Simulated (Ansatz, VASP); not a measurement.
# ZnGe3: VASP beside Ansatz

The input POSCAR:

```
ZnGe3
1.0
    4.2595663531      0.0000000000      0.0000000000
    0.0000000000      4.2595663531      0.0000000000
    0.0000000000      0.0000000000      4.2595663531
Zn Ge
1 3
Direct
    0.0000000000      0.0000000000      0.0000000000
    0.0000000000      0.5000000000      0.5000000000
    0.5000000000      0.0000000000      0.5000000000
    0.5000000000      0.5000000000      0.0000000000
```

Contents of INCAR.step1:

```
SYSTEM = ZnGe3
  PREC = Accurate
  ENCUT = 520
  ISMEAR = 1
  SIGMA = 0.1
  LREAL = .False.
  LASPH = .True.
  NELM = 60
  NBANDS = 35
  GGA = PE
  ALGO = Normal
  EDIFF = 1E-4
  LWAVE = .True.
  LCHARG = .False.
```

File INCAR.step2:

```
SYSTEM = ZnGe3
  PREC = Accurate
  ENCUT = 520
  EDIFF = 1E-7
  ISMEAR = 1
  SIGMA = 0.1
  LREAL = .False.
  LASPH = .True.
  NELM = 60
  ALGO = Normal
  ISIF = 2
  LWAVE = .False.
  LCHARG = .False.
  METAGGA = R2SCAN
  LMIXTAU = .True.
  NBANDS = 35
  ISTART = 1
```

KPOINTS

```
regular mesh
0
Gamma
  6 6 6
  0 0 0
```

Input for Ansatz:

```yaml
crystal:
  lattice:
    - [4.259566353068146, 0.0, 0.0]
    - [0.0, 4.259566353068146, 0.0]
    - [0.0, 0.0, 4.259566353068146]
  atoms:
    - { symbol: Zn, position: [0.0, 0.0, 0.0] }
    - { symbol: Ge, position: [0.0, 0.5, 0.5] }
    - { symbol: Ge, position: [0.5, 0.0, 0.5] }
    - { symbol: Ge, position: [0.5, 0.5, 0.0] }
basis:
  ecutwfc: 650.0
kpoints:
  mp_grid:
    grid: [6, 6, 6]
hamiltonian:
  xc: r2scan
scf:
  occupations:
    method: cold
output:
  stress: true
```

Alike in both runs: task single point; functional r2SCAN; k mesh 6 × 6 × 6; no spin polarisation.

```csv
,VASP,Ansatz
version,VASP 6.6.1,Ansatz 0.2.0
potentials or method,"VASP PAW PBE potentials, release 64 (Zn, Ge_d), cutoff 520 eV","plane waves, PAW"
occupations,"methfessel-paxton of order 1, width 0.1 eV",cold
valence electrons in the cell,54,54
```

Ansatz gave:

```
pressure (GPa) : -4.0
```

Question: Estimate VASP's values.

Answer: Pressure (GPa): -4.1.

VASP's potentials were made for PBE, not for r2SCAN.
